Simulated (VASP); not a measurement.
Write the native input for VASP 6.6.1 that does the following.

* Task: single point
* Functional: PBEsol
* Potentials or basis: VASP PAW PBE potentials, release 64 (Bi_d, Te)
* Cutoff: 520 eV
* k mesh: 6 × 6 × 6
* Occupations: fermi-dirac, width 0.05 eV
* Spin: no spin polarisation
* Dipole correction: no
* Further INCAR settings: ALGO = Normal; EDIFF = 1e-07; NBANDS = 32

The structure of Bi2Te3 lies in POSCAR:

```
Bi2Te3
1.0
    2.1930000000      1.2661291403     10.1656666667
   -2.1930000000      1.2661291403     10.1656666667
    0.0000000000     -2.5322582807     10.1656666667
Bi Te
2 3
Direct
    0.6000000000      0.6000000000      0.6000000000
    0.4000000000      0.4000000000      0.4000000000
    0.7905000000      0.7905000000      0.7905000000
    0.2095000000      0.2095000000      0.2095000000
    0.0000000000      0.0000000000      0.0000000000
```

One way to write it, as run:

INCAR

```
  ALGO = Normal
  EDIFF = 1E-7
  ENCUT = 520
  GGA = PS
  ISIF = 2
  ISMEAR = -1
  LASPH = True
  LCHARG = False
  LREAL = False
  LWAVE = False
  NBANDS = 32
  NELM = 80
  PREC = Accurate
  SIGMA = 0.05
```

KPOINTS

```
k-points
0
Gamma
  6 6 6
```

Potentials or basis: VASP PAW PBE potentials, release 64 (Bi_d, Te).

The run is started by

```bash
$ cat potpaw_PBE.64/Bi_d/POTCAR potpaw_PBE.64/Te/POTCAR > POTCAR
$ mpirun -np 1 vasp_std > vasp.out
```

It gave:

The pressure is -0.6 GPa, the largest force is 0.092 eV/Å and the band gap on the k mesh is 0.23 eV.

Caveat: the PAW data sets were made with another functional, which shifts forces and pressure a little; spin-orbit coupling is left out, which moves the levels of the heavy elements.

Wall time 8.4 min on 1 thread of AMD EPYC 9R45 96-Core Processor (Zen 5), with other jobs on the host, peak memory 0.93 GiB.
